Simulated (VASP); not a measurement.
Write the native input for VASP 6.6.1 that does the following.

```
Task                   : single point
Functional             : PBE
Potentials or basis    : VASP PAW PBE potentials, release 64 (Na_pv, H)
Cutoff                 : 520 eV
k mesh                 : 10 × 10 × 10
Occupations            : fermi-dirac, width 0.02 eV
Spin                   : no spin polarisation
Dipole correction      : no
Further INCAR settings : ALGO = Normal; EDIFF = 1e-07; NBANDS = 11
```

The structure of NaH lies in POSCAR:

```
NaH
1.0
    0.0000000000      2.4214874114      2.4214874114
    2.4214874114      0.0000000000      2.4214874114
    2.4214874114      2.4214874114      0.0000000000
Na H
1 1
Direct
    0.0000000000      0.0000000000      0.0000000000
    0.5000000000      0.5000000000      0.5000000000
```

This cell differs from its parent crystal: strain +1.0%.

One way to write it, as run:

INCAR

```
SYSTEM = NaH
PREC = Accurate
ENCUT = 520
EDIFF = 1E-7
ISMEAR = -1
SIGMA = 0.02
LREAL = .False.
LASPH = .True.
NELM = 100
ALGO = Normal
ISIF = 2
LWAVE = .False.
LCHARG = .True.
GGA = PE
LELF = .True.
LVHAR = .True.
NBANDS = 11
```

KPOINTS

```
Automatic mesh
0
Gamma
  10 10 10
  0 0 0
```

Potentials or basis: VASP PAW PBE potentials, release 64 (Na_pv, H).

Command:

```console
$ cat potpaw_PBE.64/Na_pv/POTCAR potpaw_PBE.64/H/POTCAR > POTCAR
$ mpirun -np 1 vasp_std > vasp.out
```

It gave:

```json
{
 "Pressure": "-0.2 GPa",
 "Band gap on the k mesh": "3.77 eV (least direct gap 4.60 eV)"
}
```

Caveat: the cell differs from its parent crystal (strain +1.0%).

Wall time 17 s on 1 thread of Intel Xeon 8259CL, on a shared host, peak memory 0.15 GiB.
